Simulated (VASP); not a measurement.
FeO (Wuestite), 2 atoms in the cell. Symmetry: Fm-3m, No. 225, cubic system. The conventional cell has a = 4.311 Å, b = 4.311 Å, c = 4.311 Å, α = 90.00°, β = 90.00°, γ = 90.00°. Fe (site symmetry m-3m) has 6 O at 2.16 Å within 2.9 Å. O (site symmetry m-3m) has 6 Fe at 2.16 Å within 2.9 Å. 

- Program: VASP 6.6.1
- Task: single point
- Functional: PBE
- Potentials or basis: VASP PAW PBE potentials, release 64 (Fe, O)
- Cutoff: 600 eV
- k mesh: 10 × 10 × 10
- Occupations: fermi-dirac, width 0.05 eV
- Spin: collinear spin, ferrimagnetic start
- Starting moments: [1.15, -0.02] μB
- Fixed moment: 1.1 μB
- Dipole correction: no
- Further INCAR settings: ALGO = Normal; EDIFF = 1e-06; NBANDS = 18

Potentials or basis: VASP PAW PBE potentials, release 64 (Fe, O).

The run is started by

```console
$ cat potpaw_PBE.64/Fe/POTCAR potpaw_PBE.64/O/POTCAR > POTCAR
$ mpirun -np 1 vasp_std > vasp.out
```

Hardware: 1 thread of AMD EPYC 9R45 (Zen 5), with other jobs on the host.

Estimate the wall time of this run.

It took 39 s on 1 thread of AMD EPYC 9R45 (Zen 5), on a shared host, peak memory 0.13 GiB. Counts: scf iterations 17, k points 47.
